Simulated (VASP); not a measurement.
Input of a VASP 6.6.1 run:

Contents of INCAR:

```
  PREC = Accurate
  ENCUT = 520
  EDIFF = 1E-6
  ISMEAR = 0
  SIGMA = 0.1
  LREAL = False
  LASPH = True
  NELM = 80
  ALGO = Normal
  ISIF = 2
  LWAVE = False
  LCHARG = True
  GGA = PE
  LELF = True
  LVHAR = True
  NBANDS = 13
```

KPOINTS

```
Automatic mesh
0
Gamma
  20 20 20
```

Contents of POSCAR:

```
AlCo
1.0
    0.0000000000      2.3940203037      2.3940203037
    2.3940203037      0.0000000000      2.3940203037
    2.3940203037      2.3940203037      0.0000000000
Al Co
1 1
Direct
    0.0000000000      0.0000000000      0.0000000000
    0.5000000000      0.5000000000      0.5000000000
```

Potentials or basis: VASP PAW PBE potentials, release 64 (Al, Co).

The run is started by

```sh
$ cat potpaw_PBE.64/Al/POTCAR potpaw_PBE.64/Co/POTCAR > POTCAR
$ mpirun -np 1 vasp_std > vasp.out
```

(1) Estimate the band gap on the k mesh.

(2) Estimate the pressure.

Results:

(1) zero (bands 6 and 7 overlap by 0.20 eV).

(2) -0.1 GPa.

Caveat: the run has no spin polarisation, though such a crystal can be magnetic.
